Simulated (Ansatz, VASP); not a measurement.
**One calculation of Al2BiBr, two programs**

```
Al Bi Br
1.0
     4.68411    0.00000    0.00000
     0.00000    4.68411    0.00000
     0.00000    0.00000    6.61242
Al Bi Br
2 1 1
Direct
  0.50000 0.00000 0.74484
  0.00000 0.50000 0.25516
  0.00000 0.00000 0.50000
  0.50000 0.50000 0.00000
```

Change from the starting cell: species swapped into the Mg2SeS type (P-4m2, No. 115).

Alike in both runs: functional PBE; k mesh 10 × 10 × 8; occupations gaussian, width 0.1 eV; no spin polarisation.

Ansatz relaxed the structure, and its values are those at the end. VASP's run is a single point on that final structure, the one shown.

```csv
,VASP,Ansatz
version,VASP 6.6.1,Ansatz 0.2.0
potentials or method,"VASP PAW PBE potentials, release 64 (Al, Bi_d, Br), cutoff 520 eV","scalar-relativistic, plane waves, PAW"
valence electrons in the cell,28,28
```

|  | VASP | Ansatz | Ansatz less VASP |
| --- | --- | --- | --- |
| gap on the k mesh at the Fermi level (eV) | none | none | - |
| pressure (GPa) | 0.0 | 0.0 | +0.03 |

A gap of «none» marks a metal or a gap that the smearing closes.

Neither program's run includes spin-orbit coupling.
